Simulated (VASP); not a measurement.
# Sn3Te (I4/mmm) in VASP: further runs

Aim: see how the results for Sn3Te move with the level of theory and the settings. Levels: PBE, LDA. Tasks: single point.

Everything below comes from runs of VASP 6.6.1. Logs are shortened: lines on timing, memory, paths and dates and some standing lists are left out, and cuts for length are marked.

## 1. The cell of the first run

The structure is tetragonal, space group I4/mmm (No. 139). Conventional cell: a = 4.662 Å, b = 4.662 Å, c = 11.178 Å, α = 90.00°, β = 90.00°, γ = 90.00°. Te (site symmetry 4/mmm) has 12 Sn at 3.30 to 3.64 Å within 4.3 Å. Sn (site symmetry 4/mmm) has 4 Te at 3.30 Å and 8 Sn at 3.64 Å within 4.3 Å. Within 4.3 Å of Sn (site symmetry -4m2) lie 8 Sn at 3.30 to 3.64 Å and 4 Te at 3.64 Å.

## 2. Single point, PBE

INCAR

```
ALGO = Fast ; EDIFF = 1E-7
ENCUT = 520 ; GGA = PE
ISIF = 2 ; ISMEAR = -1
LASPH = True ; LCHARG = False
LREAL = False ; LWAVE = False
NBANDS = 32 ; NELM = 100
PREC = Accurate ; SIGMA = 0.05
```

KPOINTS

```
k-points
0
Gamma
  8 8 8
```

POSCAR

```
Sn3Te
1.0
   -2.3311825249      2.3311825249      5.5890877722
    2.3311825249     -2.3311825249      5.5890877722
    2.3311825249      2.3311825249     -5.5890877722
Te Sn
1 3
Direct
    0.0000000000      0.0000000000      0.0000000000
    0.5000000000      0.5000000000      0.0000000000
    0.2500000000      0.7500000000      0.5000000000
    0.7500000000      0.2500000000      0.5000000000
```

Potentials or basis: VASP PAW PBE potentials, release 64 (Te, Sn_d).

The run is started by

```bash
$ cat potpaw_PBE.64/Te/POTCAR potpaw_PBE.64/Sn_d/POTCAR > POTCAR
$ mpirun -np 1 vasp_std > vasp.out
```

OUTCAR:

```text
EDIFF = 1E-7
   ENCUT = 520
   GGA = PE
   ISIF = 2
   ISMEAR = -1
   LASPH = True
   LREAL = False
   NELM = 100
   PREC = Accurate

 ion  position               nearest neighbor table
   1  0.000  0.000  0.000-   2 3.30   2 3.30   2 3.30   2 3.30   4 3.64   3 3.64   4 3.64   3 3.64
                             4 3.64   4 3.64   3 3.64   3 3.64
   2  0.500  0.500  0.000-   1 3.30   1 3.30   1 3.30   1 3.30   4 3.64   3 3.64   4 3.64   4 3.64
                             3 3.64   3 3.64   4 3.64   3 3.64
   3  0.250  0.750  0.500-   4 3.30   4 3.30   4 3.30   4 3.30   2 3.64   1 3.64   2 3.64   2 3.64
                             1 3.64   1 3.64   2 3.64   1 3.64
   4  0.750  0.250  0.500-   3 3.30   3 3.30   3 3.30   3 3.30   2 3.64   1 3.64   2 3.64   1 3.64
                             2 3.64   2 3.64   1 3.64   1 3.64

  LATTYP: Found a body centered tetragonal cell.
 ALAT       =     4.6623650498
 C/A-ratio  =     2.3975333173

  Lattice vectors:

 A1 = (  -2.3311825249,   2.3311825249,   5.5890877722)
 A2 = (   2.3311825249,  -2.3311825249,   5.5890877722)
 A3 = (   2.3311825249,   2.3311825249,  -5.5890877722)

Analysis of symmetry for initial positions (statically):
=====================================================================
 Subroutine PRICEL returns:
 Original cell was already a primitive cell.

 Routine SETGRP: Setting up the symmetry group for a
 body centered tetragonal supercell.

 Subroutine GETGRP returns: Found 16 space group operations
 (whereof 16 operations were pure point group operations)
 out of a pool of 16 trial point group operations.

The static configuration has the point symmetry D_4h.

Analysis of symmetry for dynamics (positions and initial velocities):
=====================================================================
 Subroutine PRICEL returns:
 Original cell was already a primitive cell.

 Routine SETGRP: Setting up the symmetry group for a
 body centered tetragonal supercell.

 Subroutine GETGRP returns: Found 16 space group operations
 (whereof 16 operations were pure point group operations)
 out of a pool of 16 trial point group operations.

The dynamic configuration has the point symmetry D_4h.

 Subroutine INISYM returns: Found 16 space group operations
 (whereof 16 operations are pure point group operations),
 and found     1 'primitive' translations

----------------------------------------------------------------------------------------

                                     Primitive cell

  volume of cell :     121.4936

  direct lattice vectors                    reciprocal lattice vectors
    -2.331182525  2.331182525  5.589087772     0.000000000  0.214483420  0.089460037
     2.331182525 -2.331182525  5.589087772     0.214483420  0.000000000  0.089460037
     2.331182525  2.331182525 -5.589087772     0.214483420  0.214483420  0.000000000

  length of vectors
     6.488969568  6.488969568  6.488969568     0.232392417  0.232392417  0.303325361

  position of ions in fractional coordinates (direct lattice)
     0.000000000  0.000000000  0.000000000
     0.500000000  0.500000000  0.000000000
     0.250000000  0.750000000  0.500000000
     0.750000000  0.250000000  0.500000000

  ion indices of the primitive-cell ions
   primitive index   ion index
                 1           1
                 2           2
                 3           3
                 4           4

----------------------------------------------------------------------------------------

 KPOINTS: k-points

Automatic generation of k-mesh.
 Grid dimensions read from file:
 generate k-points for:    8    8    8

 Generating k-lattice:

  Cartesian coordinates                     Fractional coordinates (reciprocal lattice)
     0.000000000  0.026810427  0.011182505     0.125000000 -0.000000000  0.000000000
     0.026810427  0.000000000  0.011182505    -0.000000000  0.125000000  0.000000000
     0.026810427  0.026810427  0.000000000     0.000000000  0.000000000  0.125000000

  Length of vectors
     0.029049052  0.029049052  0.037915670

  Shift w.r.t. Gamma in fractional coordinates (k-lattice)
     0.000000000  0.000000000  0.000000000

 Subroutine IBZKPT returns following result:
 ===========================================

 Found     59 irreducible k-points:

 Following reciprocal coordinates:
            Coordinates               Weight
  0.000000  0.000000  0.000000      1.000000
  0.125000  0.000000 -0.000000      8.000000
  0.250000  0.000000 -0.000000      8.000000
  0.375000  0.000000  0.000000      8.000000
  0.500000  0.000000 -0.000000      4.000000
  0.125000  0.125000 -0.000000      8.000000
[... 16 lines left out ...]
  0.250000  0.125000  0.125000     16.000000
  0.375000  0.125000  0.125000      8.000000
 [... further k-points ...]
   k-points           NKPTS =     59   k-points in BZ     NKDIM =     59   number of bands    NBANDS=     32
   number of dos      NEDOS =    301   number of ions     NIONS =      4
   total plane-waves  NPLWV = 110592
   dimension x,y,z NGX =    48 NGY =   48 NGZ =   48
   dimension x,y,z NGXF=    96 NGYF=   96 NGZF=   96
   ions per type =               1   3
   NGX,Y,Z   is equivalent  to a cutoff of  12.30, 12.30, 12.30 a.u.
   NGXF,Y,Z  is equivalent  to a cutoff of  24.59, 24.59, 24.59 a.u.
 SYSTEM =  unknown system
   PREC   = accura    normal or accurate (medium, high low for compatibility)
   ISTART =      0    job   : 0-new  1-cont  2-samecut
   ICHARG =      2    charge: 1-file 2-atom 10-const
   ISPIN  =      1    spin polarized calculation?
   LNONCOLLINEAR =      F non collinear calculations
   LSORBIT =      F    spin-orbit coupling
   LASPH  =      T    aspherical Exc in radial PAW
   ENCUT  =  520.0 eV  38.22 Ry    6.18 a.u.  12.07 12.07 12.07*2*pi/ulx,y,z
   NELM   =    100;   NELMIN=  2; NELMDL= -5     # of ELM steps
   EDIFF  = 0.1E-06   stopping-criterion for ELM
   LREAL  =      F    real-space projection
   EDIFFG = 0.1E-05   stopping-criterion for IOM
   NSW    =      0    number of steps for IOM
   IBRION =     -1    ionic relax: 0-MD 1-quasi-New 2-CG
   NFREE  =      0    steps in history (QN), initial steepest desc. (CG)
   ISIF   =      2    stress and relaxation
   ISYM   =      2    0-nonsym 1-usesym 2-fastsym
   POTIM  = 0.5000    time-step for ionic-motion
   TEBEG  =    0.0;   TEEND  =   0.0 temperature during run
   PSTRESS=    0.0 pullay stress
   NELECT =      48.0000    total number of electrons
   NUPDOWN=      -1.0000    fix difference up-down
   EMIN   =  10.00;   EMAX   =-10.00  energy-range for DOS
   EFERMI =   0.00;   METHOD = LEGACY
   ISMEAR =    -1;   SIGMA  =   0.05  broadening in eV -4-tet -1-fermi 0-gaus
   EFERMI_NEDOS =   21; number of points for ismear=-14 and -15
   IALGO  =     68    algorithm
   IMIX   =      4    mixing-type and parameters
     AMIX     =   0.40;   BMIX     =  1.00
     AMIX_MAG =   1.60;   BMIX_MAG =  1.00
  volume/ion in A,a.u.               =      30.37       204.97
  Fermi-wavevector in a.u.,A,eV,Ry     =   1.201261  2.270054 19.633591  1.443028
  Thomas-Fermi vector in A             =   2.337075
   LORBIT       =      0    0 simple, 1 ext, 2 COOP (PROOUT), +10 PAW based schemes
   GGA     = PE    functional components
   LHFCALC =     F    Hartree Fock is set to
   AEXX    =    0.0000 exact exchange contribution
   IVDW    =     0    specifies the selected vdW correction
   LEPSILON=     F    determine dielectric tensor
   LRPA    =     F    only Hartree local field effects (RPA)
 non-spin polarized calculation
 RMM-DIIS sequential band-by-band and
  energy-cutoff  :      520.00
  volume of cell :      121.49
 maximum number of plane-waves:      3301
   NGX = 25   NGY = 25   NGZ = 25

 number of electron      47.9999999 magnetization

 Free energy of the ion-electron system (eV)
  ---------------------------------------------------
  ext. energy  EPLUGINS =         0.00000000
  ---------------------------------------------------
  free energy    TOTEN  =       -14.43331606 eV

  energy without entropy =      -14.41488396  energy(sigma->0) =      -14.42410001

 E-fermi :   7.0325     XC(G=0):  -9.8160

 val. band max:        7.0244778136   @ k =  -0.2500   0.3750   0.2500
 cond. band min:       7.0423311036   @ k =  -0.3750  -0.3750   0.2500
 fundamental gap:      0.0178532900
 Fermi energy:         7.0324522009

 k-point     1 :       0.0000    0.0000    0.0000
  band No.  band energies     occupation
      1     -14.6845      2.00000
      2     -14.6770      2.00000
      3     -14.6503      2.00000
      4     -14.6446      2.00000
      5     -14.6368      2.00000
      6     -14.6368      2.00000
[... 24 lines left out ...]
     31      13.0374      0.00000
     32      13.3042      0.00000

 k-point     2 :       0.1250    0.0000   -0.0000
  band No.  band energies     occupation
      1     -14.6757      2.00000
      2     -14.6732      2.00000
      3     -14.6511      2.00000
      4     -14.6454      2.00000
      5     -14.6402      2.00000
      6     -14.6398      2.00000
[... 24 lines left out ...]
     31      12.5603      0.00000
     32      13.5661      0.00000

 k-point     3 :       0.2500    0.0000   -0.0000
  band No.  band energies     occupation
      1     -14.6646      2.00000
      2     -14.6568      2.00000
      3     -14.6511      2.00000
      4     -14.6470      2.00000
      5     -14.6401      2.00000
      6     -14.6365      2.00000
[... 24 lines left out ...]
     31      12.0424      0.00000
     32      12.4457      0.00000

 k-point     4 :       0.3750    0.0000    0.0000
  band No.  band energies     occupation
      1     -14.6610      2.00000
      2     -14.6551      2.00000
      3     -14.6466      2.00000
      4     -14.6429      2.00000
      5     -14.6348      2.00000
      6     -14.6268      2.00000
[... 24 lines left out ...]
     31      11.7439      0.00000
     32      13.5477      0.00000

 k-point     5 :       0.5000    0.0000   -0.0000
  band No.  band energies     occupation
      1     -14.6605      2.00000
      2     -14.6559      2.00000
      3     -14.6467      2.00000
      4     -14.6387      2.00000
      5     -14.6275      2.00000
      6     -14.6261      2.00000
[... 584 lines left out ...]
     31      13.6442      0.00000
     32      13.7391      0.00000

 k-point    22 :       0.1250    0.1250    0.1250
  band No.  band energies     occupation
      1     -14.6752      2.00000
      2     -14.6561      2.00000
      3     -14.6515      2.00000
      4     -14.6447      2.00000
      5     -14.6395      2.00000
      6     -14.6341      2.00000
[... 24 lines left out ...]
     31      12.9879      0.00000
     32      13.1257      0.00000

 k-point    23 :       0.2500    0.1250    0.1250
  band No.  band energies     occupation
      1     -14.6701      2.00000
      2     -14.6578      2.00000
      3     -14.6528      2.00000
      4     -14.6447      2.00000
      5     -14.6412      2.00000
      6     -14.6366      2.00000
[... 24 lines left out ...]
     31      12.8029      0.00000
     32      13.7083      0.00000

 k-point    24 :       0.3750    0.1250    0.1250
  band No.  band energies     occupation
      1     -14.6627      2.00000
      2     -14.6608      2.00000
      3     -14.6520      2.00000
      4     -14.6440      2.00000
      5     -14.6424      2.00000
      6     -14.6412      2.00000
[... 24 lines left out ...]
     31      11.6282      0.00000
     32      14.4805      0.00000

 [... further k-points ...]

------------------------ aborting loop because EDIFF is reached ----------------------------------------

  FORCE on cell =-STRESS in cart. coord.  units (eV):
  Direction    XX          YY          ZZ          XY          YZ          ZX
  --------------------------------------------------------------------------------------
  -------------------------------------------------------------------------------------
  Total       -1.5326815     -1.5326815     -1.4448679      0.0000000      0.0000000     -0.0000000
  in kB      -20.2119870    -20.2119870    -19.0539597      0.0000000      0.0000000     -0.0000000
  external PRESSURE =     -19.8259779 kB  Pullay stress =       0.0000000 kB

 VOLUME and BASIS-vectors are now :
 -----------------------------------------------------------------------------
  energy-cutoff  :      520.00
  volume of cell :      121.49
      direct lattice vectors                 reciprocal lattice vectors
    -2.331182525  2.331182525  5.589087772     0.000000000  0.214483420  0.089460037
     2.331182525 -2.331182525  5.589087772     0.214483420  0.000000000  0.089460037
     2.331182525  2.331182525 -5.589087772     0.214483420  0.214483420  0.000000000

 POSITION                                       TOTAL-FORCE (eV/Angst)
 -----------------------------------------------------------------------------------
      0.00000      0.00000      0.00000        -0.000000      0.000000     -0.000000
      0.00000      0.00000      5.58909        -0.000000      0.000000     -0.000000
      2.33118      0.00000      2.79454         0.000000      0.000000      0.000000
      0.00000      2.33118      2.79454        -0.000000     -0.000000     -0.000000
 -----------------------------------------------------------------------------------
    total drift:                                0.000000     -0.000000      0.000000

  FREE ENERGIE OF THE ION-ELECTRON SYSTEM (eV)
  ---------------------------------------------------
  free  energy   TOTEN  =       -14.4333160586 eV

  energy  without entropy=      -14.4148839616  energy(sigma->0) =      -14.42410001
```

It took 5.4 min on 1 thread of Intel Xeon Platinum 8259CL at 2.50GHz (Skylake/Cascade Lake), shared host; peak memory 0.44 GiB.

What came out:

| Quantity | Value |
| --- | --- |
| Free energy | -14.4333 eV |
| Pressure | -2.0 GPa |
| Band gap on the k mesh | zero (bands 24 and 25 overlap by 0.79 eV) |

Caveat: semilocal functionals underestimate gaps, so a narrow gap can read as zero; spin-orbit coupling is left out, which moves the levels of the heavy elements.

## 3. Single point, LDA

This run uses another cell than the first one, of 30.96 Å³/atom.

INCAR

```
SYSTEM = Sn3Te
ALGO = Fast
EDIFF = 1E-6
ENCUT = 520
ISIF = 2
ISMEAR = -1
LASPH = .True.
LCHARG = .True.
LELF = .True.
LREAL = .False.
LVHAR = .True.
LWAVE = .False.
NBANDS = 32
NELM = 80
PREC = Accurate
SIGMA = 0.05
```

KPOINTS

```
k-points
0
Gamma
  8 8 8
  0 0 0
```

POSCAR

```
Sn3Te
1.0
   -2.3460312216      2.3460312216      5.6246880172
    2.3460312216     -2.3460312216      5.6246880172
    2.3460312216      2.3460312216     -5.6246880172
Te Sn
1 3
Direct
    0.0000000000      0.0000000000      0.0000000000
    0.5000000000      0.5000000000      0.0000000000
    0.2500000000      0.7500000000      0.5000000000
    0.7500000000      0.2500000000      0.5000000000
```

Potentials or basis: VASP PAW LDA potentials, release 64 (Te, Sn_d).

The run is started by

```bash
$ cat potpaw_LDA.64/Te/POTCAR potpaw_LDA.64/Sn_d/POTCAR > POTCAR
$ mpirun -np 1 vasp_std > vasp.out
```

Wall time 6.4 min (1 thread of Intel Xeon Platinum 8259CL at 2.50GHz (Skylake/Cascade Lake), shared host); peak memory 0.39 GiB.

The run converged. Its results:

```
Free energy            : -16.7537 eV
Pressure               : -6.0 GPa
Band gap on the k mesh : zero (bands 24 and 25 overlap by 0.73 eV)
```

Stress tensor (GPa, compression positive):
```
-6.23  0.00  0.00
 0.00 -6.23  0.00
 0.00  0.00 -5.47
```

Levels at points of the mesh, in eV from the Fermi level:
```csv
k point,band 22,band 23,band 24,band 25,band 26,band 27
"(0.00, 0.00, 0.00)",-2.85,-1.47,-1.47,-0.25,0.52,2.50
"(0.50, 0.00, 0.00)",-1.79,-0.89,-0.54,0.65,0.95,1.02
"(0.50, 0.50, 0.00)",-3.10,-2.33,-1.41,-0.37,2.36,2.45
"(0.50, 0.50, 0.50)",-1.07,-0.15,-0.15,0.42,1.43,1.91
```

Caveat: the cell stands under tension; semilocal functionals underestimate gaps, so a narrow gap can read as zero; spin-orbit coupling is left out, which moves the levels of the heavy elements.

## 4. Single point, PBE

This run uses another cell than the first one, of 30.96 Å³/atom.

INCAR

```
PREC     = Accurate       # precision mode
ENCUT    = 520            # plane-wave cutoff, eV
EDIFF    = 1E-7           # SCF threshold, eV
ISMEAR   = -1             # smearing method
SIGMA    = 0.05           # smearing width, eV
LREAL    = False          # projectors in reciprocal space
LASPH    = True           # aspherical terms in the spheres
NELM     = 100            # most SCF steps
ALGO     = Fast           # electronic algorithm
ISIF     = 2              # what is computed and relaxed
LWAVE    = False          # write WAVECAR
LCHARG   = False          # write CHGCAR
GGA      = PE             # functional
NBANDS   = 32             # bands
```

KPOINTS

```
Automatic mesh
0
Gamma
  8 8 8
```

POSCAR is that of step 3.

Potentials or basis: VASP PAW PBE potentials, release 64 (Te, Sn_d).

The run is started by

```bash
$ cat potpaw_PBE.64/Te/POTCAR potpaw_PBE.64/Sn_d/POTCAR > POTCAR
$ mpirun -np 1 vasp_std > vasp.out
```

It took 7.9 min on 1 thread of Intel Xeon Platinum 8259CL at 2.50GHz (Skylake/Cascade Lake), shared host; peak memory 0.46 GiB.

Results (log left out):

```
Free energy            : -14.4001 eV
Pressure               : -2.6 GPa
Band gap on the k mesh : zero (bands 24 and 25 overlap by 0.74 eV)
```

Stress tensor (GPa, compression positive):
```
-2.73  0.00  0.00
 0.00 -2.73  0.00
 0.00  0.00 -2.43
```

Levels at points of the mesh, in eV from the Fermi level:
```csv
k point,band 20,band 21,band 22,band 23,band 24,band 25,band 26,band 27,band 28,band 29
"(0.00, 0.00, 0.00)",-4.24,-2.89,-2.89,-1.49,-1.49,-0.28,0.51,2.53,2.53,4.85
"(0.50, 0.00, 0.00)",-2.35,-2.12,-1.79,-0.91,-0.55,0.67,0.96,1.02,1.14,1.63
"(0.50, 0.50, 0.00)",-4.86,-4.33,-3.10,-2.34,-1.45,-0.37,2.39,2.49,4.49,4.82
"(0.50, 0.50, 0.50)",-3.49,-3.49,-1.09,-0.15,-0.15,0.45,1.45,1.95,3.29,3.29
```

Caveat: semilocal functionals underestimate gaps, so a narrow gap can read as zero; spin-orbit coupling is left out, which moves the levels of the heavy elements.

## 5. Summary

```csv
level,potentials or basis,cell,further INCAR settings,gap on the mesh (eV),pressure (GPa)
PBE,"VASP PAW PBE potentials, release 64 (Te, Sn_d)","a = 6.489 Å, angles 137.9, 137.9, 61.1°, 4 atoms",ALGO = Fast; EDIFF = 1e-07; NBANDS = 32,none,-2.0
LDA,"VASP PAW LDA potentials, release 64 (Te, Sn_d)","a = 6.530 Å, angles 137.9, 137.9, 61.1°, 4 atoms",ALGO = Fast; EDIFF = 1e-06; NBANDS = 32,none,-6.0
PBE,"VASP PAW PBE potentials, release 64 (Te, Sn_d)","a = 6.530 Å, angles 137.9, 137.9, 61.1°, 4 atoms",ALGO = Fast; EDIFF = 1e-07; NBANDS = 32,none,-2.6
```

Alike in all rows: task single point; no spin polarisation; k mesh 8 × 8 × 8; cutoff (eV) 520; smearing fermi-dirac 0.05 eV.

Caveats: semilocal functionals underestimate gaps, so a narrow gap can read as zero; spin-orbit coupling is left out, which moves the levels of the heavy elements; the cell stands under tension (at least some runs).

Absolute energies hang on the potentials; compare differences alone.
